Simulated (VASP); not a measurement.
A run of VASP 6.6.1:

File INCAR:

```
ALGO = Normal ; EDIFF = 1E-6
ENCUT = 520 ; GGA = PS
ISIF = 2 ; ISMEAR = -1
LASPH = T ; LCHARG = T
LELF = T ; LREAL = F
LVHAR = T ; LWAVE = F
NBANDS = 20 ; NELM = 100
PREC = Accurate ; SIGMA = 0.05
```

File KPOINTS:

```
k-points
0
Gamma
  11 11 10
```

Contents of POSCAR:

```
TiRh
1.0
    2.9880000000      0.0000000000      0.0000000000
    0.0000000000      2.9880000000      0.0000000000
    0.0000000000      0.0000000000      3.2830000000
Ti Rh
1 1
Direct
    0.5000000000      0.5000000000      0.5000000000
    0.0000000000      0.0000000000      0.0000000000
```

Potentials or basis: VASP PAW PBE potentials, release 64 (Ti_sv, Rh_pv).

The run is started by

```sh
$ cat potpaw_PBE.64/Ti_sv/POTCAR potpaw_PBE.64/Rh_pv/POTCAR > POTCAR
$ mpirun -np 1 vasp_std > vasp.out
```

Hardware: 1 thread of Intel(R) Xeon(R) Platinum 8259CL CPU @ 2.50GHz (Skylake/Cascade Lake), on a shared host.

Estimate the wall time of this run.

It took 50 s on 1 thread of Intel(R) Xeon(R) Platinum 8259CL CPU @ 2.50GHz (Skylake/Cascade Lake), with other jobs on the host, peak memory 0.2 GiB. Counts: scf iterations 14, k points 126.
